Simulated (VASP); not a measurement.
# Sr (P6/mmm) in VASP: further runs, part 2 of 2

VASP 6.6.1. The steps go on from the part before.

**4. Single point, PBE+D3(BJ) (strain +0.0750 x Voigt [0, 0, 1, 0, 0, 0])**

The input, INCAR:

```
SYSTEM = Sr
PREC = Accurate ; ENCUT = 520
EDIFF = 1E-7 ; ISMEAR = 0
SIGMA = 0.03 ; LREAL = .FALSE.
LASPH = .TRUE. ; NELM = 100
ALGO = Normal ; ISIF = 2
LWAVE = .FALSE. ; LCHARG = .FALSE.
GGA = PE ; IVDW = 12
NBANDS = 11
```

The input, KPOINTS:

```
Automatic mesh
0
G
  6 6 8
  0 0 0
```

The input, POSCAR:

```
Sr
1.0
   10.9876299658      0.0000000000      0.0000000000
   -5.4938149829      9.5155666777      0.0000000000
    0.0000000000      0.0000000000      4.7526953032
Sr
1
Direct
    0.0000000000      0.0000000000      0.0000000000
```

Potentials or basis: VASP PAW PBE potentials, release 64 (Sr_sv).

On the command line:

```
> cat potpaw_PBE.64/Sr_sv/POTCAR > POTCAR
> mpirun -np 1 vasp_std > vasp.out
```

OUTCAR:

```text
SYSTEM = Sr
   PREC = Accurate
   ENCUT = 520
   EDIFF = 1E-7
   ISMEAR = 0
   LREAL = .FALSE.
   LASPH = .TRUE.
   NELM = 100
   ISIF = 2
   GGA = PE
   IVDW = 12
 IVDW          = 12

 ion  position               nearest neighbor table
   1  0.000  0.000  0.000-

  LATTYP: Found a hexagonal cell.
 ALAT       =    10.9876299658
 C/A-ratio  =     0.4325496324

  Lattice vectors:

 A1 = (  10.9876299658,   0.0000000000,   0.0000000000)
 A2 = (  -5.4938149829,   9.5155666777,   0.0000000000)
 A3 = (   0.0000000000,   0.0000000000,   4.7526953032)

Analysis of symmetry for initial positions (statically):
=====================================================================
 Subroutine PRICEL returns:
 Original cell was already a primitive cell.

 Routine SETGRP: Setting up the symmetry group for a
 hexagonal supercell.

 Subroutine GETGRP returns: Found 24 space group operations
 (whereof 24 operations were pure point group operations)
 out of a pool of 24 trial point group operations.

The static configuration has the point symmetry D_6h.

Analysis of symmetry for dynamics (positions and initial velocities):
=====================================================================
 Subroutine PRICEL returns:
 Original cell was already a primitive cell.

 Routine SETGRP: Setting up the symmetry group for a
 hexagonal supercell.

 Subroutine GETGRP returns: Found 24 space group operations
 (whereof 24 operations were pure point group operations)
 out of a pool of 24 trial point group operations.

The dynamic configuration has the point symmetry D_6h.

 Subroutine INISYM returns: Found 24 space group operations
 (whereof 24 operations are pure point group operations),
 and found     1 'primitive' translations

----------------------------------------------------------------------------------------

                                     Primitive cell

  volume of cell :     496.9110

  direct lattice vectors                    reciprocal lattice vectors
    10.987629966  0.000000000  0.000000000     0.091011438  0.052545478  0.000000000
    -5.493814983  9.515566678  0.000000000     0.000000000  0.105090956  0.000000000
     0.000000000  0.000000000  4.752695303     0.000000000  0.000000000  0.210406924

  length of vectors
    10.987629966 10.987629966  4.752695303     0.105090956  0.105090956  0.210406924

  position of ions in fractional coordinates (direct lattice)
     0.000000000  0.000000000  0.000000000

  ion indices of the primitive-cell ions
   primitive index   ion index
                 1           1

----------------------------------------------------------------------------------------

 KPOINTS: Automatic mesh

Automatic generation of k-mesh.
 Grid dimensions read from file:
 generate k-points for:    6    6    8

 Generating k-lattice:

  Cartesian coordinates                     Fractional coordinates (reciprocal lattice)
     0.015168573  0.008757580  0.000000000     0.166666667  0.000000000  0.000000000
     0.000000000  0.017515159  0.000000000     0.000000000  0.166666667  0.000000000
     0.000000000  0.000000000  0.026300866     0.000000000  0.000000000  0.125000000

  Length of vectors
     0.017515159  0.017515159  0.026300866

  Shift w.r.t. Gamma in fractional coordinates (k-lattice)
     0.000000000  0.000000000  0.000000000

 Subroutine IBZKPT returns following result:
 ===========================================

 Found     35 irreducible k-points:

 Following reciprocal coordinates:
            Coordinates               Weight
  0.000000  0.000000  0.000000      1.000000
  0.166667 -0.000000  0.000000      6.000000
  0.333333  0.000000  0.000000      6.000000
  0.500000  0.000000  0.000000      3.000000
  0.166667  0.166667  0.000000      6.000000
  0.333333  0.166667  0.000000     12.000000
[... 16 lines left out ...]
  0.166667 -0.000000  0.375000     12.000000
  0.333333  0.000000  0.375000     12.000000
 [... further k-points ...]
   k-points           NKPTS =     35   k-points in BZ     NKDIM =     35   number of bands    NBANDS=     11
   number of dos      NEDOS =    301   number of ions     NIONS =      1
   total plane-waves  NPLWV = 254016
   dimension x,y,z NGX =    84 NGY =   84 NGZ =   36
   dimension x,y,z NGXF=   168 NGYF=  168 NGZF=   72
   ions per type =               1
   NGX,Y,Z   is equivalent  to a cutoff of  12.71, 12.71, 12.59 a.u.
   NGXF,Y,Z  is equivalent  to a cutoff of  25.42, 25.42, 25.19 a.u.
 SYSTEM =  Sr
   PREC   = accura    normal or accurate (medium, high low for compatibility)
   ISTART =      0    job   : 0-new  1-cont  2-samecut
   ICHARG =      2    charge: 1-file 2-atom 10-const
   ISPIN  =      1    spin polarized calculation?
   LNONCOLLINEAR =      F non collinear calculations
   LSORBIT =      F    spin-orbit coupling
   LASPH  =      T    aspherical Exc in radial PAW
   ENCUT  =  520.0 eV  38.22 Ry    6.18 a.u.  20.43 20.43  8.84*2*pi/ulx,y,z
   NELM   =    100;   NELMIN=  2; NELMDL= -5     # of ELM steps
   EDIFF  = 0.1E-06   stopping-criterion for ELM
   LREAL  =      F    real-space projection
   EDIFFG = 0.1E-05   stopping-criterion for IOM
   NSW    =      0    number of steps for IOM
   IBRION =     -1    ionic relax: 0-MD 1-quasi-New 2-CG
   NFREE  =      0    steps in history (QN), initial steepest desc. (CG)
   ISIF   =      2    stress and relaxation
   ISYM   =      2    0-nonsym 1-usesym 2-fastsym
   POTIM  = 0.5000    time-step for ionic-motion
   TEBEG  =    0.0;   TEEND  =   0.0 temperature during run
   PSTRESS=    0.0 pullay stress
   NELECT =      10.0000    total number of electrons
   NUPDOWN=      -1.0000    fix difference up-down
   EMIN   =  10.00;   EMAX   =-10.00  energy-range for DOS
   EFERMI =   0.00;   METHOD = LEGACY
   ISMEAR =     0;   SIGMA  =   0.03  broadening in eV -4-tet -1-fermi 0-gaus
   EFERMI_NEDOS =   21; number of points for ismear=-14 and -15
   IALGO  =     38    algorithm
   IMIX   =      4    mixing-type and parameters
     AMIX     =   0.40;   BMIX     =  1.00
     AMIX_MAG =   1.60;   BMIX_MAG =  1.00
  volume/ion in A,a.u.               =     496.91      3353.32
  Fermi-wavevector in a.u.,A,eV,Ry     =   0.445296  0.841487  2.697877  0.198288
  Thomas-Fermi vector in A             =   1.422913
   LORBIT       =      0    0 simple, 1 ext, 2 COOP (PROOUT), +10 PAW based schemes
   GGA     = PE    functional components
   LHFCALC =     F    Hartree Fock is set to
   AEXX    =    0.0000 exact exchange contribution
   IVDW    =    12    specifies the selected vdW correction
   LEPSILON=     F    determine dielectric tensor
   LRPA    =     F    only Hartree local field effects (RPA)
 non-spin polarized calculation
 Gauss-broadening in eV      SIGMA  =   0.03
  energy-cutoff  :      520.00
  volume of cell :      496.91
 maximum number of plane-waves:     13419
 NGX is ok and might be reduce to    84
   NGX = 41   NGY = 41   NGZ = 17

 number of electron      10.0000000 magnetization

 Free energy of the ion-electron system (eV)
  ---------------------------------------------------
  ext. energy  EPLUGINS =         0.00000000
  ---------------------------------------------------
  free energy    TOTEN  =        -0.25216949 eV

  energy without entropy =       -0.25216949  energy(sigma->0) =       -0.25216949

 E-fermi :  -1.6837     XC(G=0):  -2.1599

 val. band max:       -1.9244595323   @ k =   0.3333   0.3333   0.5000
 cond. band min:      -1.4602550683   @ k =   0.0000   0.0000   0.5000
 fundamental gap:      0.4642044640
 Fermi energy:        -1.6836741518

 k-point     1 :       0.0000    0.0000    0.0000
  band No.  band energies     occupation
      1     -40.0672      2.00000
      2     -22.0252      2.00000
      3     -22.0252      2.00000
      4     -21.9147      2.00000
      5      -3.6027      2.00000
      6      -1.0683      0.00000
      7      -1.0186      0.00000
      8      -1.0186      0.00000
      9      -0.7268      0.00000
     10      -0.7268      0.00000
     11       0.2885      0.00000
[... 309 lines left out ...]
 k-point    24 :       0.3333    0.0000    0.3750
  band No.  band energies     occupation
      1     -40.0664      2.00000
      2     -22.0232      2.00000
      3     -22.0232      2.00000
      4     -21.9390      2.00000
      5      -2.4595      2.00000
      6      -1.0877      0.00000
      7      -1.0697      0.00000
      8      -1.0314      0.00000
      9      -0.4092      0.00000
     10      -0.3920      0.00000
     11       0.1831      0.00000

 [... further k-points ...]

------------------------ aborting loop because EDIFF is reached ----------------------------------------

 Edisp (eV)   -0.10331

 E8    (eV) :    -0.0588

  FORCE on cell =-STRESS in cart. coord.  units (eV):
  Direction    XX          YY          ZZ          XY          YZ          ZX
  --------------------------------------------------------------------------------------
  -------------------------------------------------------------------------------------
  Total      -0.03581    -0.03581    -0.08003     0.00000    -0.00000     0.00000
  in kB      -0.11546    -0.11546    -0.25805     0.00000    -0.00000     0.00000
  external pressure =       -0.16 kB  Pullay stress =        0.00 kB

 VOLUME and BASIS-vectors are now :
 -----------------------------------------------------------------------------
  energy-cutoff  :      520.00
  volume of cell :      496.91
      direct lattice vectors                 reciprocal lattice vectors
    10.987629966  0.000000000  0.000000000     0.091011438  0.052545478  0.000000000
    -5.493814983  9.515566678  0.000000000     0.000000000  0.105090956  0.000000000
     0.000000000  0.000000000  4.752695303     0.000000000  0.000000000  0.210406924

 POSITION                                       TOTAL-FORCE (eV/Angst)
 -----------------------------------------------------------------------------------
      0.00000      0.00000      0.00000         0.000000      0.000000      0.000000
 -----------------------------------------------------------------------------------
    total drift:                               -0.000000     -0.000000      0.000000

  FREE ENERGIE OF THE ION-ELECTRON SYSTEM (eV)
  ---------------------------------------------------
  free  energy   TOTEN  =        -0.3554758216 eV

  energy  without entropy=       -0.3554758216  energy(sigma->0) =       -0.35547582
```

It took 98 s on 1 thread of Intel Xeon 6975P-C (Granite Rapids), shared host; peak memory 0.66 GiB.

Results:

| Item | Value |
| --- | --- |
| Free energy | -0.3555 eV |
| Pressure | 0.0 GPa |
| Band gap on the k mesh | 0.46 eV (least direct gap 0.48 eV) |
| Dispersion energy per atom | -0.103 eV |

Levels at points of the mesh, in eV from the valence-band top:
```tsv
k point	band 1	band 2	band 3	band 4	band 5	band 6	band 7	band 8	band 9	band 10
(0.00, 0.00, 0.00)	-38.14	-20.10	-20.10	-19.99	-1.68	0.86	0.91	0.91	1.20	1.20
(0.50, 0.00, 0.00)	-38.14	-20.10	-20.10	-19.99	-1.67	0.71	0.86	0.92	1.19	1.25
(0.00, 0.00, 0.50)	-38.14	-20.10	-20.10	-20.02	-0.02	0.46	0.84	0.84	1.58	1.58
(0.50, 0.00, 0.50)	-38.14	-20.10	-20.10	-20.02	0.00	0.48	0.82	0.83	1.58	1.60
```

Caveat: the cell differs from its parent crystal (strain +0.0750 x Voigt [0, 0, 1, 0, 0, 0]). A k mesh can miss the band edges.

**5. Summary**

| cell | gap on the mesh (eV) | pressure (GPa) |
| --- | --- | --- |
| a = 10.988, b = 10.988, c = 4.532 Å, angles 90.0, 90.0, 120.0°, 1 atom | 0.36 | 0.0 |
| a = 10.988, b = 10.988, c = 4.642 Å, angles 90.0, 90.0, 120.0°, 1 atom | 0.41 | 0.0 |
| a = 10.988, b = 10.988, c = 4.753 Å, angles 90.0, 90.0, 120.0°, 1 atom | 0.46 | 0.0 |

Alike in all rows: task single point; level PBE+D3(BJ); potentials or basis VASP PAW PBE potentials, release 64 (Sr_sv); no spin polarisation; k mesh 6 × 6 × 8; cutoff (eV) 520; smearing gaussian 0.03 eV.

Absolute energies hang on the potentials; compare differences alone.
